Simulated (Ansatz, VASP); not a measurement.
# Two plane-wave programs on SrVO3

Contents of POSCAR:

```
SrVO3
1.0
    3.8403766576      0.0000000000      0.0000000000
    0.0000000000      3.8403766576      0.0000000000
    0.0000000000      0.0000000000      3.8403766576
Sr V O
1 1 3
Direct
    0.5000000000      0.5000000000      0.5000000000
    0.0000000000      0.0000000000      0.0000000000
    0.5000000000      0.0000000000      0.0000000000
    0.0000000000      0.5000000000      0.0000000000
    0.0000000000      0.0000000000      0.5000000000
```

INCAR.step1

```
PREC = Accurate
ENCUT = 520
ISMEAR = 0
SIGMA = 0.05
LREAL = False
LASPH = True
NELM = 150
ISPIN = 2
MAGMOM = 0 1 0 0 0
LMAXMIX = 4
NBANDS = 32
GGA = PE
ALGO = Normal
EDIFF = 1E-4
LWAVE = True
LCHARG = False
```

File INCAR.step2:

```
PREC = Accurate
ENCUT = 520
EDIFF = 1E-6
ISMEAR = 0
SIGMA = 0.05
LREAL = False
LASPH = True
NELM = 150
ALGO = Normal
ISIF = 2
LWAVE = False
LCHARG = True
ISPIN = 2
MAGMOM = 0 1 0 0 0
LORBIT = 11
LMAXMIX = 4
METAGGA = R2SCAN
LMIXTAU = True
LELF = True
LVHAR = True
NBANDS = 32
ISTART = 1
```

The input KPOINTS:

```
Automatic mesh
0
Gamma
  8 8 8
```

Input for Ansatz:

```yaml
crystal:
  lattice:
    - [3.8403766576, 0.0, 0.0]
    - [0.0, 3.8403766576, 0.0]
    - [0.0, 0.0, 3.8403766576]
  atoms:
    - { symbol: Sr, position: [0.5, 0.5, 0.5] }
    - { symbol: V, position: [0.0, 0.0, 0.0], spin: 1.0 }
    - { symbol: O, position: [0.5, 0.0, 0.0] }
    - { symbol: O, position: [0.0, 0.5, 0.0] }
    - { symbol: O, position: [0.0, 0.0, 0.5] }
basis:
  ecutwfc: 500
  ecutrho_ratio: 8
kpoints:
  mp_grid: { grid: [8, 8, 8] }
hamiltonian:
  xc: r2scan
scf:
  occupations: { method: gaussian, width: 0.05 }
  convergence: { dr2_threshold: 1.0e-09 }
output:
  forces: true
  stress: true
  write_density: true
  write_potential: true
  elf: true
  volumetric_format: npy
magnetization:
  spin_polarized: true
```

Alike in both runs: task single point; functional r2SCAN; k mesh 8 × 8 × 8; occupations gaussian, width 0.05 eV; collinear spin.

|  | VASP | Ansatz |
| --- | --- | --- |
| version | VASP 6.6.1 | Ansatz 0.2.0 |
| potentials or method | VASP PAW PBE potentials, release 64 (Sr_sv, V_sv, O), cutoff 520 eV | scalar-relativistic, plane waves, PAW |
| valence electrons in the cell | 41 | 41 |

Ansatz gave:

```
gap on the k mesh at the Fermi level (eV)                     : none
pressure (GPa)                                                : 0.0
net moment per atom (μB)                                      : 0.20
size of the moment on the site where the two differ most (μB) : 0.82
```

Estimate VASP's values.

gap on the k mesh at the Fermi level (eV): none; pressure (GPa): -1.0; net moment per atom (μB): 0.03; size of the moment on the site where the two differ most (μB): 0.15.

The net moments are unlike, so the other rows may belong to different states. VASP's potentials were made for PBE, not for r2SCAN. Site moments also hang on the region over which each program counts them. A gap of «none» marks a metal or a gap that the smearing closes. Ansatz's warnings: stability check not made, stress scf threshold loose.
